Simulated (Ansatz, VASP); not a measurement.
**SnO2 in VASP and in Ansatz**

```
CELL_PARAMETERS angstrom
4.82543 0.00000 0.00000
0.00000 4.82543 0.00000
0.00000 0.00000 3.23728
ATOMIC_POSITIONS crystal
Sn 0.00000 0.00000 0.00000
Sn 0.50000 0.50000 0.50000
O 0.30675 0.30675 0.00000
O 0.19325 0.80675 0.50000
O 0.69325 0.69325 0.00000
O 0.80675 0.19325 0.50000
```

Alike in both runs: functional PBE; k mesh 4 × 4 × 6; occupations gaussian, width 0.1 eV; no spin polarisation.

Ansatz relaxed the structure, and its values are those at the end. VASP's run is a single point on that final structure, the one shown.

```csv
,VASP,Ansatz
version,VASP 6.6.1,Ansatz 0.2.0
potentials or method,"VASP PAW PBE potentials, release 64 (Sn_d, O), cutoff 520 eV","scalar-relativistic, plane waves, PAW"
valence electrons in the cell,52,52
```

VASP gave:

* gap on the k mesh at the Fermi level (eV): 0.68
* least direct gap on the mesh (eV): 0.68
* pressure (GPa): 0.8
* rms of the force components (eV/Å): 0.020

Question: What did Ansatz give for the same quantities?

Answer: gap on the k mesh at the Fermi level (eV): 0.70; least direct gap on the mesh (eV): 0.70; pressure (GPa): 0.2; rms of the force components (eV/Å): 0.012.
